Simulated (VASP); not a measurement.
Input of a VASP 6.6.1 run:

File INCAR:

```
ALGO = Normal
DIPOL = 0.5 0.5 0.500
EDIFF = 1E-7
EFERMI = MIDGAP
ENCUT = 550
GGA = RP
GGA_COMPAT = False
IDIPOL = 3
ISMEAR = 0
LASPH = True
LCHARG = False
LDIPOL = True
LREAL = False
LWAVE = False
NBANDS = 31
NELM = 120
NELMDL = -8
PREC = Accurate
SIGMA = 0.03
```

Contents of KPOINTS:

```
Automatic mesh
0
Gamma
  8 8 1
  0 0 0
```

Contents of KPOINTS_OPT:

```
path GMKGALHA,LM,KH
32
line-mode
reciprocal
 0.0000000000  0.0000000000  0.0000000000  G
 0.5000000000  0.0000000000  0.0000000000  M

 0.5000000000  0.0000000000  0.0000000000  M
 0.3333333333  0.3333333333  0.0000000000  K

 0.3333333333  0.3333333333  0.0000000000  K
 0.0000000000  0.0000000000  0.0000000000  G

 0.0000000000  0.0000000000  0.0000000000  G
 0.0000000000  0.0000000000  0.5000000000  A

 0.0000000000  0.0000000000  0.5000000000  A
 0.5000000000  0.0000000000  0.5000000000  L

 0.5000000000  0.0000000000  0.5000000000  L
 0.3333333333  0.3333333333  0.5000000000  H

 0.3333333333  0.3333333333  0.5000000000  H
 0.0000000000  0.0000000000  0.5000000000  A

 0.5000000000  0.0000000000  0.5000000000  L
 0.5000000000  0.0000000000  0.0000000000  M

 0.3333333333  0.3333333333  0.0000000000  K
 0.3333333333  0.3333333333  0.5000000000  H
```

File POSCAR:

```
CdS
1.0
    4.2611695877      0.0000000000      0.0000000000
   -2.1305847939     -3.6902811128      0.0000000000
    0.0000000000      0.0000000000    -16.0486612573
Cd S
1 1
Direct
    0.0000000000      0.0000000000      0.5015160535
    0.3333333333      0.6666666667      0.4984839465
```

Potentials or basis: VASP PAW PBE potentials, release 64 (Cd, S).

Run with:

```console
$ cat potpaw_PBE.64/Cd/POTCAR potpaw_PBE.64/S/POTCAR > POTCAR
$ mpirun -np 1 vasp_std > vasp.out
```

(1) Predict the band gap along the path.

(2) Estimate the band gap on the k mesh.

(3) Estimate the largest force.

Results:

(1) 1.73 eV.

(2) 1.73 eV.

(3) 0.007 eV/Å.

Caveat: the PAW data sets were made with another functional, which shifts forces and pressure a little.
